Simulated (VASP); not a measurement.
# ZrS (Fm-3m) in VASP: further runs

ZrS is run at these levels: PBEsol, r2SCAN; tasks: single point, relaxation of cell and atoms.

Everything below comes from runs of VASP 6.6.1. Logs are shortened: lines on timing, memory, paths and dates and some standing lists are left out, and cuts for length are marked.

### 1 The cell of the first run

The structure is cubic, space group Fm-3m (No. 225). Conventional cell: a = 5.166 Å, b = 5.166 Å, c = 5.166 Å, α = 90.00°, β = 90.00°, γ = 90.00°. Within 3.4 Å of Zr (site symmetry m-3m) lie 6 S at 2.58 Å. Within 3.4 Å of S (site symmetry m-3m) lie 6 Zr at 2.58 Å.

### 2 Single point, PBEsol

INCAR reads:

```
PREC = Accurate ; ENCUT = 520
EDIFF = 1E-7 ; ISMEAR = 0
SIGMA = 0.1 ; LREAL = False
LASPH = True ; NELM = 60
ALGO = Normal ; ISIF = 2
LWAVE = False ; LCHARG = True
GGA = PS ; LELF = True
LVHAR = True ; NBANDS = 16
```

KPOINTS reads:

```
Automatic mesh
0
Gamma
  14 14 14
```

POSCAR reads:

```
ZrS
1.0
    0.0000000000      2.5830753475      2.5830753475
    2.5830753475      0.0000000000      2.5830753475
    2.5830753475      2.5830753475      0.0000000000
Zr S
1 1
Direct
    0.0000000000      0.0000000000      0.0000000000
    0.5000000000      0.5000000000      0.5000000000
```

Potentials or basis: VASP PAW PBE potentials, release 64 (Zr_sv, S).

The run is started by

```bash
> cat potpaw_PBE.64/Zr_sv/POTCAR potpaw_PBE.64/S/POTCAR > POTCAR
> mpirun -np 1 vasp_std > vasp.out
```

OUTCAR:

```text
PREC = Accurate
   ENCUT = 520
   EDIFF = 1E-7
   ISMEAR = 0
   LREAL = False
   LASPH = True
   NELM = 60
   ISIF = 2
   GGA = PS

 ion  position               nearest neighbor table
   1  0.000  0.000  0.000-   2 2.58   2 2.58   2 2.58   2 2.58   2 2.58   2 2.58
   2  0.500  0.500  0.500-   1 2.58   1 2.58   1 2.58   1 2.58   1 2.58   1 2.58

  LATTYP: Found a face centered cubic cell.
 ALAT       =     5.1661506950

  Lattice vectors:

 A1 = (   0.0000000000,   2.5830753475,   2.5830753475)
 A2 = (   2.5830753475,   0.0000000000,   2.5830753475)
 A3 = (   2.5830753475,   2.5830753475,   0.0000000000)

Analysis of symmetry for initial positions (statically):
=====================================================================
 Subroutine PRICEL returns:
 Original cell was already a primitive cell.

 Routine SETGRP: Setting up the symmetry group for a
 face centered cubic supercell.

 Subroutine GETGRP returns: Found 48 space group operations
 (whereof 48 operations were pure point group operations)
 out of a pool of 48 trial point group operations.

The static configuration has the point symmetry O_h .

Analysis of symmetry for dynamics (positions and initial velocities):
=====================================================================
 Subroutine PRICEL returns:
 Original cell was already a primitive cell.

 Routine SETGRP: Setting up the symmetry group for a
 face centered cubic supercell.

 Subroutine GETGRP returns: Found 48 space group operations
 (whereof 48 operations were pure point group operations)
 out of a pool of 48 trial point group operations.

The dynamic configuration has the point symmetry O_h .

 Subroutine INISYM returns: Found 48 space group operations
 (whereof 48 operations are pure point group operations),
 and found     1 'primitive' translations

----------------------------------------------------------------------------------------

                                     Primitive cell

  volume of cell :      34.4700

  direct lattice vectors                    reciprocal lattice vectors
     0.000000000  2.583075347  2.583075347    -0.193567718  0.193567718  0.193567718
     2.583075347  0.000000000  2.583075347     0.193567718 -0.193567718  0.193567718
     2.583075347  2.583075347  0.000000000     0.193567718  0.193567718 -0.193567718

  length of vectors
     3.653020189  3.653020189  3.653020189     0.335269122  0.335269122  0.335269122

  position of ions in fractional coordinates (direct lattice)
     0.000000000  0.000000000  0.000000000
     0.500000000  0.500000000  0.500000000

  ion indices of the primitive-cell ions
   primitive index   ion index
                 1           1
                 2           2

----------------------------------------------------------------------------------------

 KPOINTS: Automatic mesh

Automatic generation of k-mesh.
 Grid dimensions read from file:
 generate k-points for:   14   14   14

 Generating k-lattice:

  Cartesian coordinates                     Fractional coordinates (reciprocal lattice)
    -0.013826266  0.013826266  0.013826266     0.071428571  0.000000000  0.000000000
     0.013826266 -0.013826266  0.013826266     0.000000000  0.071428571  0.000000000
     0.013826266  0.013826266 -0.013826266     0.000000000  0.000000000  0.071428571

  Length of vectors
     0.023947794  0.023947794  0.023947794

  Shift w.r.t. Gamma in fractional coordinates (k-lattice)
     0.000000000  0.000000000  0.000000000

 Subroutine IBZKPT returns following result:
 ===========================================

 Found    104 irreducible k-points:

 Following reciprocal coordinates:
            Coordinates               Weight
  0.000000  0.000000  0.000000      1.000000
  0.071429  0.000000  0.000000      8.000000
  0.142857  0.000000  0.000000      8.000000
  0.214286  0.000000  0.000000      8.000000
  0.285714  0.000000  0.000000      8.000000
  0.357143  0.000000  0.000000      8.000000
[... 16 lines left out ...]
  0.214286  0.142857  0.000000     24.000000
  0.285714  0.142857  0.000000     24.000000
 [... further k-points ...]
   k-points           NKPTS =    104   k-points in BZ     NKDIM =    104   number of bands    NBANDS=     16
   number of dos      NEDOS =    301   number of ions     NIONS =      2
   total plane-waves  NPLWV =  21952
   dimension x,y,z NGX =    28 NGY =   28 NGZ =   28
   dimension x,y,z NGXF=    56 NGYF=   56 NGZF=   56
   ions per type =               1   1
   NGX,Y,Z   is equivalent  to a cutoff of  12.74, 12.74, 12.74 a.u.
   NGXF,Y,Z  is equivalent  to a cutoff of  25.49, 25.49, 25.49 a.u.
 SYSTEM =  unknown system
   PREC   = accura    normal or accurate (medium, high low for compatibility)
   ISTART =      0    job   : 0-new  1-cont  2-samecut
   ICHARG =      2    charge: 1-file 2-atom 10-const
   ISPIN  =      1    spin polarized calculation?
   LNONCOLLINEAR =      F non collinear calculations
   LSORBIT =      F    spin-orbit coupling
   LASPH  =      T    aspherical Exc in radial PAW
   ENCUT  =  520.0 eV  38.22 Ry    6.18 a.u.   6.79  6.79  6.79*2*pi/ulx,y,z
   NELM   =     60;   NELMIN=  2; NELMDL= -5     # of ELM steps
   EDIFF  = 0.1E-06   stopping-criterion for ELM
   LREAL  =      F    real-space projection
   EDIFFG = 0.1E-05   stopping-criterion for IOM
   NSW    =      0    number of steps for IOM
   IBRION =     -1    ionic relax: 0-MD 1-quasi-New 2-CG
   NFREE  =      0    steps in history (QN), initial steepest desc. (CG)
   ISIF   =      2    stress and relaxation
   ISYM   =      2    0-nonsym 1-usesym 2-fastsym
   POTIM  = 0.5000    time-step for ionic-motion
   TEBEG  =    0.0;   TEEND  =   0.0 temperature during run
   PSTRESS=    0.0 pullay stress
   NELECT =      18.0000    total number of electrons
   NUPDOWN=      -1.0000    fix difference up-down
   EMIN   =  10.00;   EMAX   =-10.00  energy-range for DOS
   EFERMI =   0.00;   METHOD = LEGACY
   ISMEAR =     0;   SIGMA  =   0.10  broadening in eV -4-tet -1-fermi 0-gaus
   EFERMI_NEDOS =   21; number of points for ismear=-14 and -15
   IALGO  =     38    algorithm
   IMIX   =      4    mixing-type and parameters
     AMIX     =   0.40;   BMIX     =  1.00
     AMIX_MAG =   1.60;   BMIX_MAG =  1.00
  volume/ion in A,a.u.               =      17.23       116.31
  Fermi-wavevector in a.u.,A,eV,Ry     =   1.318313  2.491251 23.646240  1.737950
  Thomas-Fermi vector in A             =   2.448292
   LORBIT       =      0    0 simple, 1 ext, 2 COOP (PROOUT), +10 PAW based schemes
   GGA     = PS    functional components
   LHFCALC =     F    Hartree Fock is set to
   AEXX    =    0.0000 exact exchange contribution
   IVDW    =     0    specifies the selected vdW correction
   LEPSILON=     F    determine dielectric tensor
   LRPA    =     F    only Hartree local field effects (RPA)
 non-spin polarized calculation
 Gauss-broadening in eV      SIGMA  =   0.10
  energy-cutoff  :      520.00
  volume of cell :       34.47
 maximum number of plane-waves:       944
   NGX = 13   NGY = 13   NGZ = 13

 number of electron      17.9999999 magnetization

 Free energy of the ion-electron system (eV)
  ---------------------------------------------------
  ext. energy  EPLUGINS =         0.00000000
  ---------------------------------------------------
  free energy    TOTEN  =       -16.51252690 eV

  energy without entropy =      -16.50529289  energy(sigma->0) =      -16.50890990

 E-fermi :  11.2180     XC(G=0): -11.6938

 val. band max:       11.2108596119   @ k =   0.2857   0.2143   0.0714
 cond. band min:      11.2341423698   @ k =   0.2857   0.0000   0.0000
 fundamental gap:      0.0232827580
 Fermi energy:        11.2179633399

 k-point     1 :       0.0000    0.0000    0.0000
  band No.  band energies     occupation
      1     -38.5658      2.00000
      2     -16.5653      2.00000
      3     -16.5653      2.00000
      4     -16.5653      2.00000
      5      -4.8287      2.00000
      6       7.6907      2.00000
[... 8 lines left out ...]
     15      18.3434      0.00000
     16      24.0236      0.00000

 k-point     2 :       0.0714    0.0000    0.0000
  band No.  band energies     occupation
      1     -38.5641      2.00000
      2     -16.5877      2.00000
      3     -16.5671      2.00000
      4     -16.5671      2.00000
      5      -4.7561      2.00000
      6       7.2612      2.00000
[... 8 lines left out ...]
     15      18.5815      0.00000
     16      23.5272      0.00000

 k-point     3 :       0.1429    0.0000    0.0000
  band No.  band energies     occupation
      1     -38.5595      2.00000
      2     -16.6497      2.00000
      3     -16.5723      2.00000
      4     -16.5723      2.00000
      5      -4.5480      2.00000
      6       6.3574      2.00000
[... 8 lines left out ...]
     15      19.1726      0.00000
     16      22.5654      0.00000

 k-point     4 :       0.2143    0.0000    0.0000
  band No.  band energies     occupation
      1     -38.5527      2.00000
      2     -16.7374      2.00000
      3     -16.5797      2.00000
      4     -16.5797      2.00000
      5      -4.2323      2.00000
      6       5.3590      2.00000
[... 8 lines left out ...]
     15      19.5557      0.00000
     16      21.6976      0.00000
[... 324 lines left out ...]
 k-point    22 :       0.1429    0.1429    0.0000
  band No.  band energies     occupation
      1     -38.5574      2.00000
      2     -16.6438      2.00000
      3     -16.5901      2.00000
      4     -16.5901      2.00000
      5      -4.4868      2.00000
      6       5.6563      2.00000
[... 8 lines left out ...]
     15      19.5093      0.00000
     16      22.1108      0.00000

 k-point    23 :       0.2143    0.1429    0.0000
  band No.  band energies     occupation
      1     -38.5524      2.00000
      2     -16.6987      2.00000
      3     -16.6019      2.00000
      4     -16.5976      2.00000
      5      -4.2911      2.00000
      6       5.0940      2.00000
[... 8 lines left out ...]
     15      19.9999      0.00000
     16      21.2798      0.00000

 k-point    24 :       0.2857    0.1429    0.0000
  band No.  band energies     occupation
      1     -38.5458      2.00000
      2     -16.7751      2.00000
      3     -16.6126      2.00000
      4     -16.6055      2.00000
      5      -4.0206      2.00000
      6       4.5658      2.00000
[... 8 lines left out ...]
     15      19.6986      0.00000
     16      20.4295      0.00000

 [... further k-points ...]
[... 5 lines left out ...]
  --------------------------------------------------------------------------------------
  -------------------------------------------------------------------------------------
  Total        0.0462560      0.0462560      0.0462560      0.0000000     -0.0000000      0.0000000
  in kB        2.1499935      2.1499935      2.1499935      0.0000000     -0.0000000      0.0000000
  external PRESSURE =       2.1499935 kB  Pullay stress =       0.0000000 kB

 VOLUME and BASIS-vectors are now :
 -----------------------------------------------------------------------------
  energy-cutoff  :      520.00
  volume of cell :       34.47
      direct lattice vectors                 reciprocal lattice vectors
     0.000000000  2.583075347  2.583075347    -0.193567718  0.193567718  0.193567718
     2.583075347  0.000000000  2.583075347     0.193567718 -0.193567718  0.193567718
     2.583075347  2.583075347  0.000000000     0.193567718  0.193567718 -0.193567718

 POSITION                                       TOTAL-FORCE (eV/Angst)
 -----------------------------------------------------------------------------------
      0.00000      0.00000      0.00000        -0.000000      0.000000     -0.000000
      2.58308      2.58308      2.58308         0.000000     -0.000000      0.000000
 -----------------------------------------------------------------------------------
    total drift:                                0.000000      0.000000      0.000000

  FREE ENERGIE OF THE ION-ELECTRON SYSTEM (eV)
  ---------------------------------------------------
  free  energy   TOTEN  =       -16.5125268990 eV

  energy  without entropy=      -16.5052928919  energy(sigma->0) =      -16.50890990
```

Run time: 49 s. Hardware: 1 thread of Intel Xeon 6975P-C, shared host; peak memory 0.19 GiB.

What came out:

| Item | Value |
| --- | --- |
| Free energy | -16.5125 eV |
| Pressure | 0.2 GPa |
| Band gap on the k mesh | zero (band 9 reaches 12.79 eV, above the bottom of band 10 at 9.74 eV) |

Levels at points of the mesh, in eV from the Fermi level:
```tsv
k point	band 7	band 8	band 9	band 10	band 11	band 12
(0.00, 0.00, 0.00)	-3.53	-3.53	-1.48	-1.48	-1.48	-0.75
(0.50, 0.00, 0.00)	-6.16	-6.16	1.57	1.57	1.91	1.94
(0.50, 0.50, 0.00)	-4.49	-4.49	-3.70	0.53	2.55	2.55
```

Caveat: the PAW data sets were made with another functional, which shifts forces and pressure a little.

### 3 Single point, r2SCAN

This run uses another cell than the first one, of 17.83 Å³/atom, 1.035 times its volume.

POSCAR reads:

```
ZrS
1.0
    0.0000000000      2.6124644617      2.6124644617
    2.6124644617      0.0000000000      2.6124644617
    2.6124644617      2.6124644617      0.0000000000
Zr S
1 1
Direct
    0.0000000000      0.0000000000      0.0000000000
    0.5000000000      0.5000000000      0.5000000000
```

INCAR.step1 reads:

```
SYSTEM = ZrS
PREC = Accurate
ENCUT = 520
ISMEAR = 0
SIGMA = 0.1
LREAL = .FALSE.
LASPH = .TRUE.
NELM = 80
NBANDS = 16
GGA = PE
ALGO = Normal
EDIFF = 1E-4
LWAVE = .TRUE.
LCHARG = .FALSE.
```

INCAR.step2 reads:

```
SYSTEM = ZrS
PREC = Accurate
ENCUT = 520
EDIFF = 1E-6
ISMEAR = 0
SIGMA = 0.1
LREAL = .FALSE.
LASPH = .TRUE.
NELM = 80
ALGO = Normal
ISIF = 2
LWAVE = .FALSE.
LCHARG = .TRUE.
METAGGA = R2SCAN
LMIXTAU = .TRUE.
LELF = .TRUE.
LVHAR = .TRUE.
NBANDS = 16
ISTART = 1
```

KPOINTS reads:

```
Automatic mesh
0
G
  14 14 14
  0 0 0
```

Potentials or basis: VASP PAW PBE potentials, release 64 (Zr_sv, S).

The run is started by

```bash
> cat potpaw_PBE.64/Zr_sv/POTCAR potpaw_PBE.64/S/POTCAR > POTCAR
> cp INCAR.step1 INCAR
> mpirun -np 1 vasp_std > vasp.out
> cp INCAR.step2 INCAR
> mpirun -np 1 vasp_std > vasp.out
```

Run time: 2.9 min. Hardware: 1 thread of Intel Xeon 6975P-C, shared host; peak memory 0.2 GiB.

Results (log left out):

* Free energy: -33.8850 eV
* Pressure: 0.0 GPa
* Band gap on the k mesh: zero (band 9 reaches 12.65 eV, above the bottom of band 10 at 9.66 eV)

Levels at points of the mesh, in eV from the Fermi level:
```
           k point  band 5  band 6  band 7  band 8  band 9  band 10  band 11  band 12  band 13  band 14
(0.00, 0.00, 0.00)  -16.88   -4.01   -4.01   -4.01   -1.47    -1.47    -1.47    -0.72    -0.72     2.44
(0.50, 0.00, 0.00)  -15.25   -8.59   -6.51   -6.51    1.52     1.52     1.88     2.09     5.89     5.89
(0.50, 0.50, 0.00)  -16.01   -6.81   -4.98   -4.98   -3.61     0.53     2.43     2.43     3.10     3.66
```

Caveat: the PAW data sets were made with another functional, which shifts forces and pressure a little.

(Continued in part 2 of 2.)
